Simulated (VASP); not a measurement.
# CuI (F-43m) in VASP: a series of runs

CuI is run at these levels: LDA; tasks: vibrations by perturbation theory.

All numbers are computed with VASP 6.6.1; they aren't measurements. Logs are shortened: lines on timing, memory, paths and dates and some standing lists are left out, and cuts for length are marked.

### 1 The cell of the first run

The structure is cubic, space group F-43m (No. 216). The conventional cell has a = 6.053 Å, b = 6.053 Å, c = 6.053 Å, α = 90.00°, β = 90.00°, γ = 90.00°. Cu (site symmetry -43m) has 4 I at 2.62 Å within 3.5 Å. I (site symmetry -43m) has 4 Cu at 2.62 Å within 3.5 Å.

### 2 Vibrations by perturbation theory, LDA

The input, INCAR:

```
SYSTEM = CuI
  PREC = Accurate
  ENCUT = 600
  EDIFF = 1E-8
  ISMEAR = 0
  SIGMA = 0.01
  LREAL = .False.
  LASPH = .True.
  NELM = 120
  ALGO = Normal
  ISIF = 2
  LWAVE = .False.
  LCHARG = .False.
  NBANDS = 16
  IBRION = 8
  NSW = 1
  LEPSILON = .True.
  GGA_COMPAT = .False.
```

The input, KPOINTS:

```
Automatic mesh
0
Gamma
  8 8 8
  0 0 0
```

The input, POSCAR:

```
CuI
1.0
    0.0000000000      3.0265000000      3.0265000000
    3.0265000000      0.0000000000      3.0265000000
    3.0265000000      3.0265000000      0.0000000000
Cu I
1 1
Direct
    0.0000000000      0.0000000000      0.0000000000
    0.2500000000      0.2500000000      0.2500000000
```

Potentials or basis: VASP PAW LDA potentials, release 64 (Cu, I).

Launch:

```sh
> cat potpaw_LDA.64/Cu/POTCAR potpaw_LDA.64/I/POTCAR > POTCAR
> mpirun -np 1 vasp_std > vasp.out
```

OUTCAR:

```text
SYSTEM = CuI
   PREC = Accurate
   ENCUT = 600
   EDIFF = 1E-8
   ISMEAR = 0
   LREAL = .False.
   LASPH = .True.
   NELM = 120
   ISIF = 2
   IBRION = 8
   NSW = 1
   LEPSILON = .True.

 ion  position               nearest neighbor table
   1  0.000  0.000  0.000-   2 2.62   2 2.62   2 2.62   2 2.62
   2  0.250  0.250  0.250-   1 2.62   1 2.62   1 2.62   1 2.62

  LATTYP: Found a face centered cubic cell.
 ALAT       =     6.0530000000

  Lattice vectors:

 A1 = (   0.0000000000,   3.0265000000,   3.0265000000)
 A2 = (   3.0265000000,   0.0000000000,   3.0265000000)
 A3 = (   3.0265000000,   3.0265000000,   0.0000000000)

Analysis of symmetry for initial positions (statically):
=====================================================================
 Subroutine PRICEL returns:
 Original cell was already a primitive cell.

 Routine SETGRP: Setting up the symmetry group for a
 face centered cubic supercell.

 Subroutine GETGRP returns: Found 24 space group operations
 (whereof 24 operations were pure point group operations)
 out of a pool of 48 trial point group operations.

The static configuration has the point symmetry T_d .

Analysis of symmetry for dynamics (positions and initial velocities):
=====================================================================
 Subroutine PRICEL returns:
 Original cell was already a primitive cell.

 Routine SETGRP: Setting up the symmetry group for a
 face centered cubic supercell.

 Subroutine GETGRP returns: Found 24 space group operations
 (whereof 24 operations were pure point group operations)
 out of a pool of 48 trial point group operations.

The dynamic configuration has the point symmetry T_d .

 Subroutine INISYM returns: Found 24 space group operations
 (whereof 24 operations are pure point group operations),
 and found     1 'primitive' translations

----------------------------------------------------------------------------------------

                                     Primitive cell

  volume of cell :      55.4437

  direct lattice vectors                    reciprocal lattice vectors
     0.000000000  3.026500000  3.026500000    -0.165207335  0.165207335  0.165207335
     3.026500000  0.000000000  3.026500000     0.165207335 -0.165207335  0.165207335
     3.026500000  3.026500000  0.000000000     0.165207335  0.165207335 -0.165207335

  length of vectors
     4.280117347  4.280117347  4.280117347     0.286147498  0.286147498  0.286147498

  position of ions in fractional coordinates (direct lattice)
     0.000000000  0.000000000  0.000000000
     0.250000000  0.250000000  0.250000000

  ion indices of the primitive-cell ions
   primitive index   ion index
                 1           1
                 2           2

----------------------------------------------------------------------------------------

 KPOINTS: Automatic mesh

Automatic generation of k-mesh.
 Grid dimensions read from file:
 generate k-points for:    8    8    8

 Generating k-lattice:

  Cartesian coordinates                     Fractional coordinates (reciprocal lattice)
    -0.020650917  0.020650917  0.020650917     0.125000000  0.000000000  0.000000000
     0.020650917 -0.020650917  0.020650917     0.000000000  0.125000000  0.000000000
     0.020650917  0.020650917 -0.020650917     0.000000000  0.000000000  0.125000000

  Length of vectors
     0.035768437  0.035768437  0.035768437

  Shift w.r.t. Gamma in fractional coordinates (k-lattice)
     0.000000000  0.000000000  0.000000000

 Subroutine IBZKPT returns following result:
 ===========================================

 Found     29 irreducible k-points:

[... 563 lines left out ...]
  energy-cutoff  :      600.00
  volume of cell :       55.44
      direct lattice vectors                 reciprocal lattice vectors
     0.000000000  3.026500000  3.026500000    -0.165207335  0.165207335  0.165207335
     3.026500000  0.000000000  3.026500000     0.165207335 -0.165207335  0.165207335
     3.026500000  3.026500000  0.000000000     0.165207335  0.165207335 -0.165207335

 POSITION                                       TOTAL-FORCE (eV/Angst)
 -----------------------------------------------------------------------------------
      0.00000      0.00000      0.00000         0.000000      0.000000      0.000000
      1.51325      1.51325      1.51325        -0.000000     -0.000000     -0.000000
 -----------------------------------------------------------------------------------
    total drift:                               -0.000000     -0.000000     -0.000000

  FREE ENERGIE OF THE ION-ELECTRON SYSTEM (eV)
  ---------------------------------------------------
  free  energy   TOTEN  =        -6.9257333104 eV

  energy  without entropy=       -6.9257333104  energy(sigma->0) =       -6.92573331

 HEAD OF MICROSCOPIC STATIC DIELECTRIC TENSOR (INDEPENDENT PARTICLE, excluding Hartree and local field effects)
 ------------------------------------------------------
           7.359951     0.000000    -0.000000
          -0.000000     7.359951     0.000000
           0.000000     0.000000     7.359951
 ------------------------------------------------------

 Free energy of the ion-electron system (eV)
  ---------------------------------------------------
  ---------------------------------------------------
  free energy    TOTEN  =        -0.94885938 eV

  energy without entropy =       -0.94885938

------------------------ aborting loop because EDIFF is reached ----------------------------------------

--------------------------------------- Ionic step        2  -------------------------------------------

------------------------ aborting loop because EDIFF is reached ----------------------------------------

--------------------------------------- Ionic step        3  -------------------------------------------

------------------------ aborting loop because EDIFF is reached ----------------------------------------

 PIEZOELECTRIC TENSOR FIELD DIRECTION 3  (e Angst)
 -----------------------------------------------------------------------------
    -0.00236 -1.19524  0.00000           (  0.00000  0.09724  0.00000)
    -1.19524 -0.00236  0.00000           (  0.09724  0.00000  0.00000)
     0.00000  0.00000 -0.00016           (  0.00000  0.00000 -0.00001)

 PIEZOELECTRIC TENSOR FIELD DIRECTION 3  (C/m^2)
 -----------------------------------------------------------------------------
    -0.00068 -0.34539  0.00000
    -0.34539 -0.00068  0.00000
     0.00000  0.00000 -0.00005

--------------------------------------- Ionic step        4  -------------------------------------------

------------------------ aborting loop because EDIFF is reached ----------------------------------------

[... ionic steps 5 to 6 ...]

--------------------------------------- Ionic step        7  -------------------------------------------

 Free energy of the ion-electron system (eV)
  ---------------------------------------------------
  ---------------------------------------------------
  free energy    TOTEN  =        -0.07928562 eV

  energy without entropy =       -0.07928562

------------------------ aborting loop because EDIFF is reached ----------------------------------------

 INTERNAL STRAIN TENSOR  FOR ION    2  DIRECTION 1   (eV/Angst):
 -----------------------------------------------------------------------------
     0.00809  0.00000  0.00000
     0.00000  0.00650 -1.90984
     0.00000 -1.90984  0.00650

 MACROSCOPIC STATIC DIELECTRIC TENSOR (including local field effects in DFT)
 ------------------------------------------------------
           6.913671     0.000000     0.000000
           0.000000     6.913671     0.000000
          -0.000000     0.000000     6.913671
 ------------------------------------------------------

 PIEZOELECTRIC TENSOR (including local field effects)  for field in x, y, z        (e  Angst)
          XX          YY          ZZ          XY          YZ          ZX
  --------------------------------------------------------------------------------
  x    -0.00000    -0.00000    -0.00000     0.00000    -1.23212    -0.00000
  y     0.00000    -0.00000    -0.00000     0.00000     0.00000    -1.23212
  z     0.00000    -0.00000    -0.00000    -1.23212     0.00000     0.00000

 PIEZOELECTRIC TENSOR (including local field effects)  for field in x, y, z        (C/m^2)
          XX          YY          ZZ          XY          YZ          ZX
  --------------------------------------------------------------------------------
  x    -0.00000    -0.00000    -0.00000     0.00000    -0.35605    -0.00000
  y     0.00000    -0.00000    -0.00000     0.00000     0.00000    -0.35605
  z     0.00000    -0.00000    -0.00000    -0.35605     0.00000     0.00000

 BORN EFFECTIVE CHARGES (including local field effects) (in |e|, cummulative output)
 ---------------------------------------------------------------------------------
 ion    1
    1     1.14181     0.00000     0.00000
    2     0.00000     1.14181     0.00000
    3    -0.00000    -0.00000     1.14181
 ion    2
    1    -1.14181     0.00000    -0.00000
    2     0.00000    -1.14181     0.00000
    3     0.00000     0.00000    -1.14181

 INTERNAL STRAIN TENSOR FOR ION    2 for displacements in x,y,z  (eV/Angst):
          X           Y           Z          XY          YZ          ZX
  --------------------------------------------------------------------------------
  x     0.00000     0.00000     0.00000     0.00000    -1.90984     0.00000
  y     0.00000     0.00000     0.00000     0.00000     0.00000    -1.90984
  z     0.00000     0.00000     0.00000    -1.90984     0.00000     0.00000

 SECOND DERIVATIVES (NOT SYMMETRIZED)
 ------------------------------------
               1X          1Y          1Z          2X          2Y          2Z
  1X    -2.195488    0.000000    0.000000    2.195488    0.000000    0.000000
  1Y     0.000000   -2.195488    0.000000    0.000000    2.195488    0.000000
  1Z     0.000000    0.000000   -2.195488    0.000000    0.000000    2.195488
  2X     2.155550    0.000000    0.000000   -2.155550    0.000000    0.000000
  2Y     0.000000    2.155550    0.000000    0.000000   -2.155550    0.000000
  2Z     0.000000    0.000000    2.155550    0.000000    0.000000   -2.155550

 Eigenvectors and eigenvalues of the dynamical matrix
 ----------------------------------------------------

   1 f  =    3.549008 THz    22.299077 2PiTHz  118.382176 cm-1    14.677513 meV
             X         Y         Z           dx          dy          dz
      0.000000  0.000000  0.000000     0.000000    0.818780    0.000000
      1.513250  1.513250  1.513250     0.000000   -0.574108    0.000000
[... 21 lines left out ...]
   6 f/i=    0.015313 THz     0.096218 2PiTHz    0.510803 cm-1     0.063332 meV
             X         Y         Z           dx          dy          dz
      0.000000  0.000000  0.000000     0.000000    0.000000   -0.574108
      1.513250  1.513250  1.513250     0.000000    0.000000   -0.818780

--------------------------------------------------------------------------------------------------------

 MACROSCOPIC STATIC DIELECTRIC TENSOR IONIC CONTRIBUTION
 ------------------------------------------------------
           1.955777    -0.000000    -0.000000
          -0.000000     1.955777    -0.000000
          -0.000000    -0.000000     1.955777
 ------------------------------------------------------

 ELASTIC MODULI CONTR FROM IONIC RELAXATION (kBar)
 Direction    XX          YY          ZZ          XY          YZ          ZX
 --------------------------------------------------------------------------------
 XX          -0.0000     -0.0000     -0.0000      0.0000      0.0000      0.0000
 YY          -0.0000     -0.0000     -0.0000      0.0000      0.0000      0.0000
 ZZ          -0.0000     -0.0000     -0.0000      0.0000      0.0000      0.0000
 XY           0.0000      0.0000      0.0000    -56.8472      0.0000      0.0000
 YZ           0.0000      0.0000      0.0000      0.0000    -56.8472      0.0000
 ZX           0.0000      0.0000      0.0000      0.0000      0.0000    -56.8472
 --------------------------------------------------------------------------------

 PIEZOELECTRIC TENSOR IONIC CONTR  for field in x, y, z        (C/m^2)
          XX          YY          ZZ          XY          YZ          ZX
  --------------------------------------------------------------------------------
  x    -0.00000    -0.00000    -0.00000    -0.00000     0.31375    -0.00000
  y    -0.00000    -0.00000    -0.00000    -0.00000    -0.00000     0.31375
  z    -0.00000    -0.00000    -0.00000     0.31375    -0.00000    -0.00000
```

It took 19 min on 1 thread of Intel Xeon Platinum 8259CL at 2.50GHz (Skylake/Cascade Lake), shared host; peak memory 0.41 GiB.

Results:

| Quantity | Value |
| --- | --- |
| Electronic dielectric tensor (diagonal) | 6.91 |
| Born charges (mean of the diagonal) | Cu +1.14; I -1.14 e |
| Highest phonon frequency at Γ, LO-TO splitting left out | 118 cm⁻¹ |

Phonon frequencies in cm⁻¹ (negative: imaginary):
```csv
q point,frequencies
"(0.000, 0.000, 0.000)",-1 -1 -1 118 118 118
```

Electronic dielectric tensor:
```
6.91 0.00 0.00
0.00 6.91 0.00
0.00 0.00 6.91
```

Born effective charge tensors (e):
atom 1, Cu
```
1.14 0.00 0.00
0.00 1.14 0.00
0.00 0.00 1.14
```
atom 2, I
```
-1.14  0.00  0.00
 0.00 -1.14  0.00
 0.00  0.00 -1.14
```

Caveat: the cell stands under pressure or tension, which shifts response properties; spin-orbit coupling is left out, which moves the levels of the heavy elements.

(Part 1 of 2 ends here.)
